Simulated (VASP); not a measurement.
Crystal: Mg2B3.

```
Mg B
1.0
     4.18989    0.00000    0.00000
    -2.09494    3.62855    0.00000
     0.00000    0.00000    4.52391
Mg B
2 3
Direct
  0.33333 0.66667 0.00000
  0.66667 0.33333 0.00000
  0.33333 0.66667 0.50000
  0.66667 0.33333 0.50000
  0.00000 0.00000 0.50000
```

The cell was built from a structure type or drawn by symmetry, and may not be a known phase.

```yaml
Program: VASP 6.6.1
Task: relaxation of cell and atoms
Functional: PBE
Potentials_or_basis: VASP PAW PBE potentials, release 64 (Mg, B)
Cutoff: 600 eV
k_mesh: 12 × 12 × 8
Occupations: gaussian, width 0.1 eV
Spin: no spin polarisation
```

At the start: pressure -0.2 GPa; volume 13.76 Å³/atom.

Where does the relaxation end?

Over 7 steps the energy falls by 4.5 meV/atom and the volume is 13.44 Å³/atom (-2.3 %); space group P6/mmm (No. 191, to 0.1 Å) before and after.

Step by step:
| step | energy change (eV) | largest force (eV/Å) | pressure (GPa) | volume (Å³) |
| --- | --- | --- | --- | --- |
| 1 | 0.0000 | 0.0000 | -0.25 | 68.78 |
| 2 | -0.0140 | 0.0000 | -0.59 | 68.56 |
| 3 | -0.0184 | 0.0000 | -0.72 | 68.39 |
| 4 | -0.0174 | 0.0000 | -0.93 | 68.05 |
| 5 | -0.0198 | 0.0000 | -0.81 | 68.26 |
| 6 | -0.0224 | 0.0000 | -0.14 | 67.37 |
| 7 | -0.0225 | 0.0000 | 0.00 | 67.19 |

Final structure:
```cif
data_structure
_symmetry_space_group_name_H-M 'P 1'
_symmetry_Int_Tables_number 1
_cell_length_a 4.1003
_cell_length_b 4.1003
_cell_length_c 4.6150
_cell_angle_alpha 90.000
_cell_angle_beta 90.000
_cell_angle_gamma 120.000
_cell_volume 67.19
loop_
_atom_site_label
_atom_site_type_symbol
_atom_site_fract_x
_atom_site_fract_y
_atom_site_fract_z
_atom_site_occupancy
Mg1 Mg 0.33333 0.66667 0.00000 1
Mg2 Mg 0.66667 0.33333 0.00000 1
B1 B 0.33333 0.66667 0.50000 1
B2 B 0.66667 0.33333 0.50000 1
B3 B 0.00000 0.00000 0.50000 1
```
